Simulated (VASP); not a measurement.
Ti12B (a cell with a defect), 13 atoms in the cell. The cell holds a defect, 13 atoms: a = 5.900 Å, b = 8.850 Å, c = 4.685 Å, α = 90.00°, β = 90.00°, γ = 120.00°. 

* Program: VASP 6.6.1
* Task: single point
* Functional: PBE
* Potentials or basis: VASP PAW PBE potentials, release 64 (Ti_sv, B)
* Cutoff: 520 eV
* k mesh: 4 × 3 × 5
* Occupations: fermi-dirac, width 0.1 eV
* Spin: no spin polarisation
* Dipole correction: no
* Further INCAR settings: ALGO = Normal; EDIFF = 1e-06; NBANDS = 86

Potentials or basis: VASP PAW PBE potentials, release 64 (Ti_sv, B).

The run is started by

```console
$ cat potpaw_PBE.64/Ti_sv/POTCAR potpaw_PBE.64/B/POTCAR > POTCAR
$ mpirun -np 1 vasp_std > vasp.out
```

Hardware: 1 thread of Oxide Virtual Turin-like Processor, on a shared host.

How long does it take, and how much memory?

Run time: 22 min on 1 thread of Oxide Virtual Turin-like Processor, on a shared host, peak memory 0.55 GiB. Counts: scf iterations 22, k points 31.
